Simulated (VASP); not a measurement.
Write the native input for VASP 6.6.1 that does the following.

* Task: single point
* Functional: PBE
* Potentials or basis: VASP PAW PBE potentials, release 64 (Zr_sv, B)
* Cutoff: 520 eV
* k mesh: 18 × 18 × 18
* Occupations: gaussian, width 0.15 eV
* Spin: no spin polarisation
* Dipole correction: no
* Further INCAR settings: ALGO = Normal; EDIFF = 1e-06; NBANDS = 14

The structure of ZrB lies in POSCAR:

```
ZrB
1.0
    0.0000000000      2.3976562500      2.3976562500
    2.3250000000      0.0726562500      2.3250000000
    2.3250000000      2.3250000000      0.0726562500
Zr B
1 1
Direct
    0.0000000000      0.0000000000      0.0000000000
    0.5000000000      0.5000000000      0.5000000000
```

This cell differs from its parent crystal: strain +0.0625 x Voigt [0, 0, 0, 1, 0, 0].

One way to write it, as run:

INCAR

```
  PREC = Accurate
  ENCUT = 520
  EDIFF = 1E-6
  ISMEAR = 0
  SIGMA = 0.15
  LREAL = False
  LASPH = True
  NELM = 60
  ALGO = Normal
  ISIF = 2
  LWAVE = False
  LCHARG = False
  GGA = PE
  NBANDS = 14
```

KPOINTS

```
regular mesh
0
Gamma
  18 18 18
```

Potentials or basis: VASP PAW PBE potentials, release 64 (Zr_sv, B).

Command:

```bash
$ cat potpaw_PBE.64/Zr_sv/POTCAR potpaw_PBE.64/B/POTCAR > POTCAR
$ mpirun -np 1 vasp_std > vasp.out
```

Results of the run:

The pressure is 35.2 GPa and the band gap on the k mesh is zero (an odd number of electrons rules out a gap without spin polarisation).

Caveat: the cell differs from its parent crystal (strain +0.0625 x Voigt [0, 0, 0, 1, 0, 0]); the cell stands under pressure.

Run time: 100 s on 1 thread of Intel(R) Xeon(R) 6975P-C (Granite Rapids) (shared host), peak memory 0.4 GiB.
